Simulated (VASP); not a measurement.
Set up this calculation in VASP 6.6.1, as the native input.

| Property | Result |
| --- | --- |
| Task | single point |
| Functional | r2SCAN |
| Potentials or basis | VASP PAW PBE potentials, release 64 (P) |
| Cutoff | 520 eV |
| k mesh | 8 × 1 × 6 |
| Occupations | gaussian, width 0.02 eV |
| Spin | no spin polarisation |
| Dipole correction | no |
| Further INCAR settings | ALGO = Normal; EDIFF = 1e-07; NBANDS = 18 |

System: P, a slab with vacuum.

```
P
1.0
     3.14241    0.00000    0.00000
     0.00000   33.28996    0.00000
     0.00000    0.00000    4.74371
P
4
Direct
  0.00000 0.96878 0.59239
  0.00000 0.03122 0.40761
  0.50000 0.03122 0.09239
  0.50000 0.96878 0.90761
```

This cell differs from its parent crystal: biaxial strain in the a-b plane: -4.5 %, then relaxed in part.

One way to write it, as run:

POSCAR

```
P
1.0
    3.1424132122      0.0000000000      0.0000000000
    0.0000000000     33.2899635222      0.0000000000
    0.0000000000      0.0000000000      4.7437149112
P
4
Direct
    0.0000000000      0.9687750036      0.5923939915
    0.0000000000      0.0312249964      0.4076060085
    0.5000000000      0.0312249964      0.0923939915
    0.5000000000      0.9687750036      0.9076060085
```

INCAR.step1

```
SYSTEM = P
  PREC = Accurate
  ENCUT = 520
  ISMEAR = 0
  SIGMA = 0.02
  LREAL = .FALSE.
  LASPH = .TRUE.
  NELM = 80
  NBANDS = 18
  GGA = PE
  ALGO = Normal
  EDIFF = 1E-4
  LWAVE = .TRUE.
  LCHARG = .FALSE.
```

INCAR.step2

```
SYSTEM = P
  PREC = Accurate
  ENCUT = 520
  EDIFF = 1E-7
  ISMEAR = 0
  SIGMA = 0.02
  LREAL = .FALSE.
  LASPH = .TRUE.
  NELM = 80
  ALGO = Normal
  ISIF = 2
  LWAVE = .FALSE.
  LCHARG = .FALSE.
  METAGGA = R2SCAN
  LMIXTAU = .TRUE.
  NBANDS = 18
  ISTART = 1
```

KPOINTS

```
regular mesh
0
G
  8 1 6
  0 0 0
```

Potentials or basis: VASP PAW PBE potentials, release 64 (P).

Run with:

```sh
$ cat potpaw_PBE.64/P/POTCAR > POTCAR
$ cp INCAR.step1 INCAR
$ mpirun -np 1 vasp_std > vasp.out
$ cp INCAR.step2 INCAR
$ mpirun -np 1 vasp_std > vasp.out
```

It gave:

The largest force is 0.115 eV/Å. The band gap on the k mesh is 0.97 eV (least direct gap 0.99 eV).

Caveat: the cell differs from its parent crystal (biaxial strain in the a-b plane: -4.5 %, then relaxed in part); the PAW data sets were made with another functional, which shifts forces and pressure a little.

Run time: 32 min on 1 thread of Oxide Virtual Turin-like Processor (shared host), peak memory 0.56 GiB.
